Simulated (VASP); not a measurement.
Si6Ge: single point with PBE

The system is Si6Ge.

```xyz
7
Lattice="2.6226 -2.5573 0.0343 2.6226 2.5573 0.0343 -0.1236 0.0000 9.4393" Properties=species:S:1:pos:R:3 pbc="T T T"
Si    2.6226   -1.2725    0.0343
Si    2.6226    1.2725    0.0343
Si    3.8421    1.2787    7.0710
Si    1.2796    1.2787    2.4370
Si    1.2796   -1.2787    2.4370
Si    3.8421   -1.2787    7.0710
Ge    2.5608    0.0000    4.7540
```

```json
{
  "Program": "VASP 6.6.1",
  "Task": "single point",
  "Functional": "PBE",
  "Potentials or basis": "VASP PAW PBE potentials, release 64 (Si, Ge_d)",
  "Cutoff": "520 eV",
  "k mesh": "10 × 10 × 4",
  "Occupations": "gaussian, width 0.1 eV",
  "Spin": "no spin polarisation"
}
```

| Item | Value |
| --- | --- |
| Pressure | -6.8 GPa |
| Largest force | 0.009 eV/Å |
| Band gap on the k mesh | zero (bands 19 and 20 overlap by 3.64 eV) |

Forces on the atoms (eV/Å):
```
Si   0.000  0.009  0.000
Si   0.000 -0.009  0.000
Si   0.000  0.000  0.001
Si   0.000  0.000 -0.001
Si   0.000  0.000 -0.001
Si   0.000  0.000  0.001
Ge   0.000  0.000  0.000
```

Levels at points of the mesh, in eV from the Fermi level:
| k point | band 15 | band 16 | band 17 | band 18 | band 19 | band 20 | band 21 | band 22 | band 23 | band 24 |
| --- | --- | --- | --- | --- | --- | --- | --- | --- | --- | --- |
| (0.00, 0.00, 0.00) | -1.92 | -1.78 | -1.58 | -0.22 | -0.09 | 0.78 | 1.00 | 1.69 | 2.61 | 3.00 |
| (0.50, 0.00, 0.00) | -2.29 | -0.46 | -0.24 | 0.03 | 0.22 | 0.48 | 0.56 | 2.25 | 2.33 | 2.45 |
| (0.50, 0.50, 0.00) | -5.17 | -5.03 | -3.61 | -2.44 | -1.38 | -0.83 | -0.66 | -0.65 | -0.63 | 1.94 |
| (0.00, 0.00, 0.50) | -2.12 | -1.99 | -1.91 | -1.73 | 0.33 | 0.50 | 1.61 | 1.94 | 2.27 | 2.44 |
| (0.50, 0.00, 0.50) | -0.85 | -0.29 | -0.20 | 0.00 | 0.09 | 0.45 | 0.67 | 0.73 | 1.03 | 2.23 |
| (0.50, 0.50, 0.50) | -4.47 | -4.44 | -4.13 | -3.42 | -3.00 | -2.59 | 0.65 | 1.93 | 2.14 | 2.25 |

Wall time 4.4 min on 1 thread of AMD EPYC 7R13 Processor (Zen 3), with other jobs on the host, peak memory 0.43 GiB.

Caveat: the cell stands under tension.
